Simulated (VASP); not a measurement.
# HfGe (zincblende type) (F-43m) in VASP: a series of runs

HfGe (zincblende type) is run at these levels: LDA; tasks: single point.

Everything below comes from runs of VASP 6.6.1. Logs are shortened: lines on timing, memory, paths and dates and some standing lists are left out, and cuts for length are marked.

## Step 1: The cell of the first run

The structure is cubic, space group F-43m (No. 216). Conventional cell: a = 4.390 Å, b = 4.390 Å, c = 4.390 Å, α = 90.00°, β = 90.00°, γ = 90.00°. Within 2.5 Å of Hf (site symmetry -43m) lie 4 Ge at 1.90 Å. Within 2.5 Å of Ge (site symmetry -43m) lie 4 Hf at 1.90 Å.

## Step 2: Single point, LDA (volume scaled by 0.4)

File INCAR:

```
SYSTEM = HfGe
ALGO = Normal
EDIFF = 1E-6
ENCUT = 520
GGA = CA
ISIF = 2
ISMEAR = -1
LASPH = .True.
LCHARG = .False.
LREAL = .False.
LWAVE = .False.
NBANDS = 19
NELM = 60
PREC = Accurate
SIGMA = 0.05
```

File KPOINTS:

```
k-points
0
Gamma
  11 11 11
  0 0 0
```

File POSCAR:

```
HfGe
1.0
    0.0000000000      2.1950074975      2.1950074975
    2.1950074975      0.0000000000      2.1950074975
    2.1950074975      2.1950074975      0.0000000000
Hf Ge
1 1
Direct
    0.0000000000      0.0000000000      0.0000000000
    0.2500000000      0.2500000000      0.2500000000
```

Potentials or basis: VASP PAW LDA potentials, release 64 (Hf_pv, Ge_d).

Run with:

```sh
cat potpaw_LDA.64/Hf_pv/POTCAR potpaw_LDA.64/Ge_d/POTCAR > POTCAR
mpirun -np 1 vasp_std > vasp.out
```

OUTCAR:

```text
SYSTEM = HfGe
   EDIFF = 1E-6
   ENCUT = 520
   GGA = CA
   ISIF = 2
   ISMEAR = -1
   LASPH = .True.
   LREAL = .False.
   NELM = 60
   PREC = Accurate

 ion  position               nearest neighbor table
   1  0.000  0.000  0.000-   2 1.90   2 1.90   2 1.90   2 1.90
   2  0.250  0.250  0.250-   1 1.90   1 1.90   1 1.90   1 1.90

  LATTYP: Found a face centered cubic cell.
 ALAT       =     4.3900149950

  Lattice vectors:

 A1 = (   0.0000000000,   2.1950074975,   2.1950074975)
 A2 = (   2.1950074975,   0.0000000000,   2.1950074975)
 A3 = (   2.1950074975,   2.1950074975,   0.0000000000)

Analysis of symmetry for initial positions (statically):
=====================================================================
 Subroutine PRICEL returns:
 Original cell was already a primitive cell.

 Routine SETGRP: Setting up the symmetry group for a
 face centered cubic supercell.

 Subroutine GETGRP returns: Found 24 space group operations
 (whereof 24 operations were pure point group operations)
 out of a pool of 48 trial point group operations.

The static configuration has the point symmetry T_d .

Analysis of symmetry for dynamics (positions and initial velocities):
=====================================================================
 Subroutine PRICEL returns:
 Original cell was already a primitive cell.

 Routine SETGRP: Setting up the symmetry group for a
 face centered cubic supercell.

 Subroutine GETGRP returns: Found 24 space group operations
 (whereof 24 operations were pure point group operations)
 out of a pool of 48 trial point group operations.

The dynamic configuration has the point symmetry T_d .

 Subroutine INISYM returns: Found 24 space group operations
 (whereof 24 operations are pure point group operations),
 and found     1 'primitive' translations

----------------------------------------------------------------------------------------

                                     Primitive cell

  volume of cell :      21.1513

  direct lattice vectors                    reciprocal lattice vectors
     0.000000000  2.195007497  2.195007497    -0.227789655  0.227789655  0.227789655
     2.195007497  0.000000000  2.195007497     0.227789655 -0.227789655  0.227789655
     2.195007497  2.195007497  0.000000000     0.227789655  0.227789655 -0.227789655

  length of vectors
     3.104209372  3.104209372  3.104209372     0.394543255  0.394543255  0.394543255

  position of ions in fractional coordinates (direct lattice)
     0.000000000  0.000000000  0.000000000
     0.250000000  0.250000000  0.250000000

  ion indices of the primitive-cell ions
   primitive index   ion index
                 1           1
                 2           2

----------------------------------------------------------------------------------------

 KPOINTS: k-points

Automatic generation of k-mesh.
 Grid dimensions read from file:
 generate k-points for:   11   11   11

 Generating k-lattice:

  Cartesian coordinates                     Fractional coordinates (reciprocal lattice)
    -0.020708150  0.020708150  0.020708150     0.090909091  0.000000000  0.000000000
     0.020708150 -0.020708150  0.020708150     0.000000000  0.090909091  0.000000000
     0.020708150  0.020708150 -0.020708150     0.000000000  0.000000000  0.090909091

  Length of vectors
     0.035867569  0.035867569  0.035867569

  Shift w.r.t. Gamma in fractional coordinates (k-lattice)
     0.000000000  0.000000000  0.000000000

 Subroutine IBZKPT returns following result:
 ===========================================

 Found     56 irreducible k-points:

 Following reciprocal coordinates:
            Coordinates               Weight
  0.000000  0.000000  0.000000      1.000000
  0.090909  0.000000  0.000000      8.000000
  0.181818  0.000000  0.000000      8.000000
  0.272727  0.000000  0.000000      8.000000
  0.363636  0.000000  0.000000      8.000000
  0.454545  0.000000  0.000000      8.000000
[... 16 lines left out ...]
 -0.272727  0.181818  0.000000     24.000000
 -0.181818  0.181818  0.000000     12.000000
 [... further k-points ...]
   k-points           NKPTS =     56   k-points in BZ     NKDIM =     56   number of bands    NBANDS=     19
   number of dos      NEDOS =    301   number of ions     NIONS =      2
   total plane-waves  NPLWV =  13824
   dimension x,y,z NGX =    24 NGY =   24 NGZ =   24
   dimension x,y,z NGXF=    48 NGYF=   48 NGZF=   48
   ions per type =               1   1
   NGX,Y,Z   is equivalent  to a cutoff of  12.85, 12.85, 12.85 a.u.
   NGXF,Y,Z  is equivalent  to a cutoff of  25.71, 25.71, 25.71 a.u.
 SYSTEM =  HfGe
   PREC   = accura    normal or accurate (medium, high low for compatibility)
   ISTART =      0    job   : 0-new  1-cont  2-samecut
   ICHARG =      2    charge: 1-file 2-atom 10-const
   ISPIN  =      1    spin polarized calculation?
   LNONCOLLINEAR =      F non collinear calculations
   LSORBIT =      F    spin-orbit coupling
   LASPH  =      T    aspherical Exc in radial PAW
   ENCUT  =  520.0 eV  38.22 Ry    6.18 a.u.   5.77  5.77  5.77*2*pi/ulx,y,z
   NELM   =     60;   NELMIN=  2; NELMDL= -5     # of ELM steps
   EDIFF  = 0.1E-05   stopping-criterion for ELM
   LREAL  =      F    real-space projection
   EDIFFG = 0.1E-04   stopping-criterion for IOM
   NSW    =      0    number of steps for IOM
   IBRION =     -1    ionic relax: 0-MD 1-quasi-New 2-CG
   NFREE  =      0    steps in history (QN), initial steepest desc. (CG)
   ISIF   =      2    stress and relaxation
   ISYM   =      2    0-nonsym 1-usesym 2-fastsym
   POTIM  = 0.5000    time-step for ionic-motion
   TEBEG  =    0.0;   TEEND  =   0.0 temperature during run
   PSTRESS=    0.0 pullay stress
   NELECT =      24.0000    total number of electrons
   NUPDOWN=      -1.0000    fix difference up-down
   EMIN   =  10.00;   EMAX   =-10.00  energy-range for DOS
   EFERMI =   0.00;   METHOD = LEGACY
   ISMEAR =    -1;   SIGMA  =   0.05  broadening in eV -4-tet -1-fermi 0-gaus
   EFERMI_NEDOS =   21; number of points for ismear=-14 and -15
   IALGO  =     38    algorithm
   IMIX   =      4    mixing-type and parameters
     AMIX     =   0.40;   BMIX     =  1.00
     AMIX_MAG =   1.60;   BMIX_MAG =  1.00
  volume/ion in A,a.u.               =      10.58        71.37
  Fermi-wavevector in a.u.,A,eV,Ry     =   1.707520  3.226746 39.669500  2.915626
  Thomas-Fermi vector in A             =   2.786358
   LORBIT       =      0    0 simple, 1 ext, 2 COOP (PROOUT), +10 PAW based schemes
   GGA     = CA    functional components
   LHFCALC =     F    Hartree Fock is set to
   AEXX    =    0.0000 exact exchange contribution
   IVDW    =     0    specifies the selected vdW correction
   LEPSILON=     F    determine dielectric tensor
   LRPA    =     F    only Hartree local field effects (RPA)
 non-spin polarized calculation
  energy-cutoff  :      520.00
  volume of cell :       21.15
 maximum number of plane-waves:       578
   NGX = 11   NGY = 11   NGZ = 11

 number of electron      23.9999987 magnetization

 Free energy of the ion-electron system (eV)
  ---------------------------------------------------
  ext. energy  EPLUGINS =         0.00000000
  ---------------------------------------------------
  free energy    TOTEN  =         2.68529439 eV

  energy without entropy =        2.68908105  energy(sigma->0) =        2.68718772

 E-fermi :  12.2715     XC(G=0): -14.8351

 val. band max:       12.2531176426   @ k =   0.3636   0.3636   0.0000
 cond. band min:      12.2950328384   @ k =   0.2727   0.1818   0.0909
 fundamental gap:      0.0419151958
 Fermi energy:        12.2715429586

 k-point     1 :       0.0000    0.0000    0.0000
  band No.  band energies     occupation
      1     -19.4015      2.00000
      2     -19.4015      2.00000
      3     -19.4015      2.00000
      4     -14.5389      2.00000
      5     -14.5389      2.00000
      6     -12.9563      2.00000
[... 11 lines left out ...]
     18      23.0036      0.00000
     19      25.8793      0.00000

 k-point     2 :       0.0909    0.0000    0.0000
  band No.  band energies     occupation
      1     -19.4360      2.00000
      2     -19.3920      2.00000
      3     -19.3920      2.00000
      4     -14.5403      2.00000
      5     -14.5403      2.00000
      6     -13.1067      2.00000
[... 11 lines left out ...]
     18      23.7375      0.00000
     19      25.8885      0.00000

 k-point     3 :       0.1818    0.0000    0.0000
  band No.  band energies     occupation
      1     -19.5265      2.00000
      2     -19.3666      2.00000
      3     -19.3666      2.00000
      4     -14.5415      2.00000
      5     -14.5415      2.00000
      6     -13.4838      2.00000
[... 11 lines left out ...]
     18      25.6243      0.00000
     19      25.8998      0.00000

 k-point     4 :       0.2727    0.0000    0.0000
  band No.  band energies     occupation
      1     -19.6408      2.00000
      2     -19.3337      2.00000
      3     -19.3337      2.00000
      4     -14.5364      2.00000
      5     -14.5364      2.00000
      6     -13.9320      2.00000
[... 11 lines left out ...]
     18      27.6045      0.00000
     19      27.6240      0.00000

 k-point     5 :       0.3636    0.0000    0.0000
  band No.  band energies     occupation
      1     -19.7416      2.00000
      2     -19.3038      2.00000
      3     -19.3038      2.00000
      4     -14.5233      2.00000
      5     -14.5233      2.00000
      6     -14.3098      2.00000
[... 11 lines left out ...]
     18      25.1000      0.00000
     19      25.9048      0.00000
[... 334 lines left out ...]
      2     -19.3737      2.00000
      3     -19.2564      2.00000
      4     -14.5867      2.00000
      5     -14.5090      2.00000
      6     -14.4783      2.00000
[... 11 lines left out ...]
     18      24.3382      0.00000
     19      25.8985      0.00000

 k-point    22 :      -0.3636    0.1818    0.0000
  band No.  band energies     occupation
      1     -19.6918      2.00000
      2     -19.3917      2.00000
      3     -19.2665      2.00000
      4     -14.5652      2.00000
      5     -14.5407      2.00000
      6     -14.4075      2.00000
[... 11 lines left out ...]
     18      25.1994      0.00000
     19      25.8975      0.00000

 k-point    23 :      -0.2727    0.1818    0.0000
  band No.  band energies     occupation
      1     -19.6599      2.00000
      2     -19.3860      2.00000
      3     -19.2908      2.00000
      4     -14.5642      2.00000
      5     -14.5141      2.00000
      6     -14.2106      2.00000
[... 11 lines left out ...]
     18      25.8934      0.00000
     19      27.0459      0.00000

 k-point    24 :      -0.1818    0.1818    0.0000
  band No.  band energies     occupation
      1     -19.6226      2.00000
      2     -19.3681      2.00000
      3     -19.3219      2.00000
      4     -14.5703      2.00000
      5     -14.5098      2.00000
      6     -13.9099      2.00000
[... 11 lines left out ...]
     18      25.8990      0.00000
     19      26.8158      0.00000

 [... further k-points ...]
[... 5 lines left out ...]
  --------------------------------------------------------------------------------------
  -------------------------------------------------------------------------------------
  Total       50.2636943     50.2636943     50.2636943     -0.0000000     -0.0000000      0.0000000
  in kB     3807.3865218   3807.3865218   3807.3865218     -0.0000000     -0.0000000      0.0000000
  external PRESSURE =    3807.3865218 kB  Pullay stress =       0.0000000 kB

 VOLUME and BASIS-vectors are now :
 -----------------------------------------------------------------------------
  energy-cutoff  :      520.00
  volume of cell :       21.15
      direct lattice vectors                 reciprocal lattice vectors
     0.000000000  2.195007497  2.195007497    -0.227789655  0.227789655  0.227789655
     2.195007497  0.000000000  2.195007497     0.227789655 -0.227789655  0.227789655
     2.195007497  2.195007497  0.000000000     0.227789655  0.227789655 -0.227789655

 POSITION                                       TOTAL-FORCE (eV/Angst)
 -----------------------------------------------------------------------------------
      0.00000      0.00000      0.00000         0.000000      0.000000      0.000000
      1.09750      1.09750      1.09750        -0.000000     -0.000000     -0.000000
 -----------------------------------------------------------------------------------
    total drift:                               -0.000000     -0.000000     -0.000000

  FREE ENERGIE OF THE ION-ELECTRON SYSTEM (eV)
  ---------------------------------------------------
  free  energy   TOTEN  =         2.6852943918 eV

  energy  without entropy=        2.6890810540  energy(sigma->0) =        2.68718772
```

Wall time 7.6 s (1 thread of Intel Xeon Platinum 8559C (Emerald Rapids), shared host); peak memory 0.14 GiB.

What came out:

```yaml
Free_energy: 2.6853 eV
Pressure: 380.7 GPa
Band_gap_on_the_k_mesh: zero (band 12 reaches 14.23 eV, above the bottom of band 13 at 10.66 eV)
```

Caveat: spin-orbit coupling is left out, which moves the levels of the heavy elements.

## Step 3: Single point, LDA (volume scaled by 0.4)

File INCAR:

```
ALGO = Normal
EDIFF = 1E-7
ENCUT = 520
GGA = CA
ISIF = 2
ISMEAR = -1
LASPH = True
LCHARG = True
LELF = True
LREAL = False
LVHAR = True
LWAVE = False
NBANDS = 19
NELM = 80
PREC = Accurate
SIGMA = 0.05
```

File KPOINTS:

```
k-points
0
Gamma
  11 11 11
```

POSCAR is that of step 2.

Potentials or basis: VASP PAW LDA potentials, release 64 (Hf_pv, Ge_d).

Run with:

```sh
cat potpaw_LDA.64/Hf_pv/POTCAR potpaw_LDA.64/Ge_d/POTCAR > POTCAR
mpirun -np 1 vasp_std > vasp.out
```

Run time: 8.8 s. Hardware: 1 thread of Intel Xeon Platinum 8559C (Emerald Rapids), shared host; peak memory 0.14 GiB.

Results (log left out):

| Property | Result |
| --- | --- |
| Free energy | 2.6853 eV |
| Pressure | 380.8 GPa |
| Band gap on the k mesh | zero (band 12 reaches 14.23 eV, above the bottom of band 13 at 10.66 eV) |

Levels at points of the mesh, in eV from the Fermi level:
```tsv
k point	band 10	band 11	band 12	band 13	band 14	band 15
(0.00, 0.00, 0.00)	-4.34	-4.34	-4.34	1.98	1.98	8.49
```

Caveat: spin-orbit coupling is left out, which moves the levels of the heavy elements.

## Step 4: Single point, LDA (volume scaled by 0.5)

File INCAR:

```
SYSTEM = HfGe
  PREC = Accurate
  ENCUT = 520
  EDIFF = 1E-7
  ISMEAR = -1
  SIGMA = 0.05
  LREAL = .FALSE.
  LASPH = .TRUE.
  NELM = 80
  ALGO = Normal
  ISIF = 2
  LWAVE = .FALSE.
  LCHARG = .FALSE.
  NBANDS = 19
```

File KPOINTS:

```
regular mesh
0
G
  11 11 11
  0 0 0
```

File POSCAR:

```
HfGe
1.0
    0.0000000000      2.3645001487      2.3645001487
    2.3645001487      0.0000000000      2.3645001487
    2.3645001487      2.3645001487      0.0000000000
Hf Ge
1 1
Direct
    0.0000000000      0.0000000000      0.0000000000
    0.2500000000      0.2500000000      0.2500000000
```

Run with:

```sh
cat potpaw_LDA.64/Hf_pv/POTCAR potpaw_LDA.64/Ge_d/POTCAR > POTCAR
mpirun -np 1 vasp_std > vasp.out
```

It took 18 s on 1 thread of Intel Xeon Platinum 8559C (Emerald Rapids), shared host; peak memory 0.16 GiB.

The run converged. Its results:

* Free energy: -6.2522 eV
* Pressure: 187.3 GPa
* Band gap on the k mesh: zero (band 12 reaches 10.25 eV, above the bottom of band 13 at 8.36 eV)

Levels at points of the mesh, in eV from the Fermi level:
| k point | band 10 | band 11 | band 12 | band 13 | band 14 | band 15 |
| --- | --- | --- | --- | --- | --- | --- |
| (0.00, 0.00, 0.00) | -3.42 | -3.42 | -3.42 | 2.05 | 2.05 | 7.00 |

Caveat: spin-orbit coupling is left out, which moves the levels of the heavy elements.
